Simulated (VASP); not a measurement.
# Ce (Fm-3m) in VASP: notebook, part 2 of 2

VASP 6.6.1.

## (4) Single point, r2SCAN

This run uses another cell than the first one, of 25.21 Å³/atom.

Input file POSCAR:

```
Ce
1.0
    0.0000000000      2.3271794571      2.3271794571
    2.3271794571      0.0000000000      2.3271794571
    2.3271794571      2.3271794571      0.0000000000
Ce
1
Direct
    0.0000000000      0.0000000000      0.0000000000
```

Input file INCAR.step1:

```
SYSTEM = Ce
PREC = Accurate ; ENCUT = 520
ISMEAR = -1 ; SIGMA = 0.1
LREAL = .False. ; LASPH = .True.
NELM = 100 ; NBANDS = 12
GGA = PE ; ALGO = Normal
EDIFF = 1E-4 ; LWAVE = .True.
LCHARG = .False.
```

Input file INCAR.step2:

```
SYSTEM = Ce
PREC = Accurate ; ENCUT = 520
EDIFF = 1E-7 ; ISMEAR = -1
SIGMA = 0.1 ; LREAL = .False.
LASPH = .True. ; NELM = 100
ALGO = Normal ; ISIF = 2
LWAVE = .False. ; LCHARG = .False.
METAGGA = R2SCAN ; LMIXTAU = .True.
NBANDS = 12 ; ISTART = 1
```

Input file KPOINTS:

```
regular mesh
0
Gamma
  12 12 12
  0 0 0
```

Potentials or basis: VASP PAW PBE potentials, release 64 (Ce).

Launch:

```sh
cat potpaw_PBE.64/Ce/POTCAR > POTCAR
cp INCAR.step1 INCAR
mpirun -np 1 vasp_std > vasp.out
cp INCAR.step2 INCAR
mpirun -np 1 vasp_std > vasp.out
```

OUTCAR:

```text
SYSTEM = Ce
   PREC = Accurate
   ENCUT = 520
   EDIFF = 1E-7
   ISMEAR = -1
   LREAL = .False.
   LASPH = .True.
   NELM = 100
   ISIF = 2
   METAGGA = R2SCAN
   ISTART = 1

 ion  position               nearest neighbor table
   1  0.000  0.000  0.000-

  LATTYP: Found a face centered cubic cell.
 ALAT       =     4.6543589142

  Lattice vectors:

 A1 = (   0.0000000000,   2.3271794571,   2.3271794571)
 A2 = (   2.3271794571,   0.0000000000,   2.3271794571)
 A3 = (   2.3271794571,   2.3271794571,   0.0000000000)

Analysis of symmetry for initial positions (statically):
=====================================================================
 Subroutine PRICEL returns:
 Original cell was already a primitive cell.

 Routine SETGRP: Setting up the symmetry group for a
 face centered cubic supercell.

 Subroutine GETGRP returns: Found 48 space group operations
 (whereof 48 operations were pure point group operations)
 out of a pool of 48 trial point group operations.

The static configuration has the point symmetry O_h .

Analysis of symmetry for dynamics (positions and initial velocities):
=====================================================================
 Subroutine PRICEL returns:
 Original cell was already a primitive cell.

 Routine SETGRP: Setting up the symmetry group for a
 face centered cubic supercell.

 Subroutine GETGRP returns: Found 48 space group operations
 (whereof 48 operations were pure point group operations)
 out of a pool of 48 trial point group operations.

The dynamic configuration has the point symmetry O_h .

 Subroutine INISYM returns: Found 48 space group operations
 (whereof 48 operations are pure point group operations),
 and found     1 'primitive' translations

----------------------------------------------------------------------------------------

                                     Primitive cell

[... 112 lines left out ...]
   LORBIT       =      0    0 simple, 1 ext, 2 COOP (PROOUT), +10 PAW based schemes
   METAGGA = R2SCAN    functional components
   LHFCALC =     F    Hartree Fock is set to
   AEXX    =    0.0000 exact exchange contribution
   IVDW    =     0    specifies the selected vdW correction
   LEPSILON=     F    determine dielectric tensor
   LRPA    =     F    only Hartree local field effects (RPA)
 non-spin polarized calculation
  energy-cutoff  :      520.00
  volume of cell :       25.21
 maximum number of plane-waves:       700
   NGX = 13   NGY = 13   NGZ = 13

 number of electron      12.0000000 magnetization

 Free energy of the ion-electron system (eV)
  ---------------------------------------------------
  ext. energy  EPLUGINS =         0.00000000
  ---------------------------------------------------
  free energy    TOTEN  =       -30.86312395 eV

  energy without entropy =      -30.79993408  energy(sigma->0) =      -30.83152902

 E-fermi :  10.1656     XC(G=0): -12.3945

 val. band max:       10.1592413229   @ k =  -0.2500   0.3333   0.0833
 cond. band min:      10.1990716941   @ k =   0.2500   0.0000   0.0000
 fundamental gap:      0.0398303712
 Fermi energy:        10.1656162025

 k-point     1 :       0.0000    0.0000    0.0000
  band No.  band energies     occupation
      1     -26.0614      2.00000
      2      -6.4819      2.00000
      3      -6.4819      2.00000
      4      -6.4819      2.00000
      5       7.3701      2.00000
      6       9.7936      1.95269
      7      10.6022      0.02509
      8      10.6022      0.02509
      9      10.6022      0.02509
     10      11.6056      0.00000
     11      11.6056      0.00000
     12      11.6056      0.00000
[... 331 lines left out ...]
 k-point    24 :      -0.4167    0.1667    0.0000
  band No.  band energies     occupation
      1     -25.3239      2.00000
      2      -9.5478      2.00000
      3      -7.5926      2.00000
      4      -7.0254      2.00000
      5       8.7414      2.00000
      6       9.5117      1.99711
      7      10.7624      0.00510
      8      10.8362      0.00244
      9      10.9347      0.00091
     10      11.0721      0.00023
     11      11.2992      0.00002
     12      11.3111      0.00002

 [... further k-points ...]

------------------------ aborting loop because EDIFF is reached ----------------------------------------

  FORCE on cell =-STRESS in cart. coord.  units (eV):
  Direction    XX          YY          ZZ          XY          YZ          ZX
  --------------------------------------------------------------------------------------
  -------------------------------------------------------------------------------------
  Total        0.0403321      0.0403321      0.0403321      0.0000000     -0.0000000      0.0000000
  in kB        2.5635494      2.5635494      2.5635494      0.0000000     -0.0000000      0.0000000
  external PRESSURE =       2.5635494 kB  Pullay stress =       0.0000000 kB

 VOLUME and BASIS-vectors are now :
 -----------------------------------------------------------------------------
  energy-cutoff  :      520.00
  volume of cell :       25.21
      direct lattice vectors                 reciprocal lattice vectors
     0.000000000  2.327179457  2.327179457    -0.214852361  0.214852361  0.214852361
     2.327179457  0.000000000  2.327179457     0.214852361 -0.214852361  0.214852361
     2.327179457  2.327179457  0.000000000     0.214852361  0.214852361 -0.214852361

 POSITION                                       TOTAL-FORCE (eV/Angst)
 -----------------------------------------------------------------------------------
      0.00000      0.00000      0.00000         0.000000      0.000000      0.000000
 -----------------------------------------------------------------------------------
    total drift:                               -0.000000     -0.000000     -0.000000

  FREE ENERGIE OF THE ION-ELECTRON SYSTEM (eV)
  ---------------------------------------------------
  free  energy   TOTEN  =       -30.8631239548 eV

  energy  without entropy=      -30.7999340838  energy(sigma->0) =      -30.83152902
```

OSZICAR.step1:

```text
N       E                     dE             d eps       ncg     rms          rms(c)
DAV:   1     0.945743946814E+02    0.94574E+02   -0.53184E+03  1736   0.133E+03
DAV:   2    -0.692451373604E+00   -0.95267E+02   -0.89430E+02  2272   0.188E+02
DAV:   3    -0.636811775046E+01   -0.56757E+01   -0.53704E+01  1988   0.670E+01
DAV:   4    -0.658174391755E+01   -0.21363E+00   -0.20886E+00  3320   0.101E+01
DAV:   5    -0.658565001203E+01   -0.39061E-02   -0.39033E-02  2788   0.153E+00    0.108E+01
DAV:   6    -0.638295109942E+01    0.20270E+00   -0.96745E+00  2724   0.214E+01    0.530E+00
DAV:   7    -0.603822352709E+01    0.34473E+00   -0.42431E+00  2844   0.176E+01    0.429E+00
DAV:   8    -0.596844421113E+01    0.69779E-01   -0.83833E-01  2700   0.657E+00    0.855E-01
DAV:   9    -0.596401984698E+01    0.44244E-02   -0.81264E-02  2976   0.226E+00    0.185E-01
DAV:  10    -0.596448697933E+01   -0.46713E-03   -0.33057E-03  2552   0.317E-01    0.101E-01
DAV:  11    -0.596449561015E+01   -0.86308E-05   -0.59522E-04  2916   0.196E-01
   1 F= -.59644956E+01 E0= -.59220225E+01  d E =-.849461E-01
```

Run time: 6.4 min. Hardware: 1 thread of Intel Xeon 8259CL, shared host; peak memory 0.14 GiB.

Results:

* Free energy: -30.8631 eV
* Pressure: 0.3 GPa
* Band gap on the k mesh: zero (bands 6 and 7 overlap by 0.50 eV)

Levels at points of the mesh, in eV from the Fermi level:
```
           k point  band 2  band 3  band 4  band 5  band 6  band 7  band 8  band 9  band 10  band 11
(0.00, 0.00, 0.00)  -16.65  -16.65  -16.65   -2.80   -0.37    0.44    0.44    0.44     1.44     1.44
(0.50, 0.00, 0.00)  -19.99  -17.06  -17.06   -2.30   -0.19    0.66    0.66    0.79     1.13     1.13
(0.50, 0.50, 0.00)  -19.73  -17.83  -17.83   -3.33   -2.65    0.75    0.79    0.84     0.84     0.95
```

Caveat: the PAW data sets were made with another functional, which shifts forces and pressure a little; spin-orbit coupling is left out, which moves the levels of the heavy elements; semilocal functionals describe open f shells poorly, which spoils levels, moments and volumes.

The gap in the log of VASP goes by the Fermi energy; the results here count the filled bands.